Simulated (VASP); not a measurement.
TiO2, 6 atoms in the cell. It takes space group C2/c (No. 15, monoclinic). Conventional cell: a = 5.412 Å, b = 5.413 Å, c = 5.472 Å, α = 90.00°, β = 118.77°, γ = 90.00°. Within 2.6 Å of Ti (site symmetry 2) lie 6 O at 1.93 to 2.00 Å. O (site symmetry 1) has 3 Ti at 1.93 to 2.00 Å and 2 O at 2.50 Å within 2.6 Å. 

* Program: VASP 6.6.1
* Task: relaxation of cell and atoms
* Functional: LDA
* Potentials or basis: VASP PAW LDA potentials, release 64 (Ti_sv, O)
* Cutoff: 600 eV
* k mesh: 6 × 6 × 4
* Occupations: gaussian, width 0.1 eV
* Spin: no spin polarisation
* Dipole correction: no
* Further INCAR settings: ALGO = Normal; EDIFF = 1e-06; IBRION = 2; EDIFFG = -0.05; NSW = 100; ISIF = 3

Potentials or basis: VASP PAW LDA potentials, release 64 (Ti_sv, O).

Command:

```bash
$ cat potpaw_LDA.64/Ti_sv/POTCAR potpaw_LDA.64/O/POTCAR > POTCAR
$ mpirun -np 1 vasp_std > vasp.out
```

Hardware: 1 thread of Oxide Virtual Turin-like Processor (shared host).

Question: Estimate the wall time of this run.

Answer: Run time: 13 min on 1 thread of Oxide Virtual Turin-like Processor (shared host), peak memory 0.21 GiB. Counts: scf iterations 72, k points 47, ion steps 9.
